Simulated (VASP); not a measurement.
Here is a VASP 6.6.1 calculation.

File INCAR:

```
ALGO = Normal
EDIFF = 1E-6
ENCUT = 500
GGA = PE
GGA_COMPAT = False
ISIF = 2
ISMEAR = -1
KPAR = 4
LASPH = True
LCHARG = False
LREAL = False
LWAVE = False
NBANDS = 126
NELM = 120
PREC = Accurate
SIGMA = 0.05
```

Contents of KPOINTS:

```
k-points
0
Gamma
  5 5 5
```

Contents of POSCAR:

```
Ag2Te9Pd14
1.0
   -4.4799500000      4.4799500000      5.9110000000
    4.4799500000     -4.4799500000      5.9110000000
    4.4799500000      4.4799500000     -5.9110000000
Ag Te Pd
2 9 14
Direct
    0.6904425964      0.6904425964      0.0000000000
    0.3095574036      0.3095574036      0.0000000000
    0.0000000000      0.0000000000      0.0000000000
    0.3383551042      0.7731608992      0.8143314239
    0.7731608992      0.9588294753      0.4348057949
    0.9588294753      0.5240236804      0.1856685761
    0.5240236804      0.3383551042      0.5651942051
    0.6616448958      0.2268391008      0.1856685761
    0.2268391008      0.0411705247      0.5651942051
    0.0411705247      0.4759763196      0.8143314239
    0.4759763196      0.6616448958      0.4348057949
    0.6389530026      0.9359130074      0.8491886888
    0.9359130074      0.0867243186      0.2969600048
    0.0867243186      0.7897643138      0.1508113112
    0.7897643138      0.6389530026      0.7030399952
    0.3610469974      0.0640869926      0.1508113112
    0.0640869926      0.9132756814      0.7030399952
    0.9132756814      0.2102356862      0.8491886888
    0.2102356862      0.3610469974      0.2969600048
    0.4060109589      0.7038590045      0.1098699635
    0.7038590045      0.5939890411      0.2978480456
    0.5939890411      0.2961409955      0.8901300365
    0.2961409955      0.4060109589      0.7021519544
    0.0000000000      0.5000000000      0.5000000000
    0.5000000000      0.0000000000      0.5000000000
```

Potentials or basis: VASP PAW PBE potentials, release 64 (Ag, Te, Pd).

Launch:

```console
$ cat potpaw_PBE.64/Ag/POTCAR potpaw_PBE.64/Te/POTCAR potpaw_PBE.64/Pd/POTCAR > POTCAR
$ mpirun -np 4 vasp_std > vasp.out
```

(1) Estimate the pressure.

(2) Predict the band gap on the k mesh.

## Answers

(1) 4.7 GPa.

(2) zero (bands 108 and 109 overlap by 0.26 eV).

Caveat: the cell stands under pressure; spin-orbit coupling is left out, which moves the levels of the heavy elements.
